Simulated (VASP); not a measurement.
Wanted: the native input for a VASP 6.6.1 run.

```yaml
Task: single point
Functional: r2SCAN
Potentials_or_basis: VASP PAW PBE potentials, release 64 (Be, C)
Cutoff: 660 eV
k_mesh: 10 × 10 × 10
Occupations: gaussian, width 0.01 eV
Spin: no spin polarisation
Dipole_correction: no
Further_INCAR_settings: ALGO = Normal; EDIFF = 1e-06; NBANDS = 11
```

Crystal: Be2C.

```
Be C
1.0
     2.13756    2.13756    0.00000
    -2.13756    2.13756    0.00000
     0.00000    2.13756    2.13756
Be C
2 1
Cartesian
  -1.0688 3.2063 1.0688
  1.0688 3.2063 1.0688
  0.0000 0.0000 0.0000
```

These files were run (other wordings do the same):

POSCAR

```
Be2C
1.0
    2.1375559260      2.1375559260      0.0000000000
   -2.1375559260      2.1375559260      0.0000000000
    0.0000000000      2.1375559260      2.1375559260
Be C
2 1
Direct
    0.2500000000      0.7500000000      0.5000000000
    0.7500000000      0.2500000000      0.5000000000
    0.0000000000      0.0000000000      0.0000000000
```

INCAR.step1

```
SYSTEM = Be2C
ALGO     = Normal         ! electronic algorithm
EDIFF    = 1E-5           ! SCF threshold, eV
ENCUT    = 660            ! plane-wave cutoff, eV
GGA      = PE             ! functional
GGA_COMPAT= .FALSE.      
ISMEAR   = 0              ! smearing method
LASPH    = .TRUE.         ! aspherical terms in the spheres
LCHARG   = .FALSE.        ! write CHGCAR
LREAL    = .FALSE.        ! projectors in reciprocal space
LWAVE    = .TRUE.         ! write WAVECAR
NBANDS   = 11             ! bands
NELM     = 120            ! most SCF steps
PREC     = Accurate       ! precision mode
SIGMA    = 0.01           ! smearing width, eV
```

INCAR.step2

```
SYSTEM = Be2C
ALGO     = Normal         ! electronic algorithm
EDIFF    = 1E-6           ! SCF threshold, eV
ENCUT    = 660            ! plane-wave cutoff, eV
GGA_COMPAT= .FALSE.      
ISIF     = 2              ! what is computed and relaxed
ISMEAR   = 0              ! smearing method
ISTART   = 1            
LASPH    = .TRUE.         ! aspherical terms in the spheres
LCHARG   = .FALSE.        ! write CHGCAR
LMIXTAU  = .TRUE.       
LREAL    = .FALSE.        ! projectors in reciprocal space
LWAVE    = .FALSE.        ! write WAVECAR
METAGGA  = R2SCAN         ! meta-GGA
NBANDS   = 11             ! bands
NELM     = 120            ! most SCF steps
PREC     = Accurate       ! precision mode
SIGMA    = 0.01           ! smearing width, eV
```

KPOINTS

```
k-points
0
G
  10 10 10
  0 0 0
```

Potentials or basis: VASP PAW PBE potentials, release 64 (Be, C).

Command:

```bash
$ cat potpaw_PBE.64/Be/POTCAR potpaw_PBE.64/C/POTCAR > POTCAR
$ cp INCAR.step1 INCAR
$ mpirun -np 1 vasp_std > vasp.out
$ cp INCAR.step2 INCAR
$ mpirun -np 1 vasp_std > vasp.out
```

It gave:

```yaml
Pressure: 7.8 GPa
Band_gap_on_the_k_mesh: 1.54 eV (least direct gap 4.69 eV)
```

Caveat: the cell stands under pressure; the PAW data sets were made with another functional, which shifts forces and pressure a little.

Run time: 73 s on 1 thread of Intel Xeon 8259CL (shared host), peak memory 0.16 GiB.
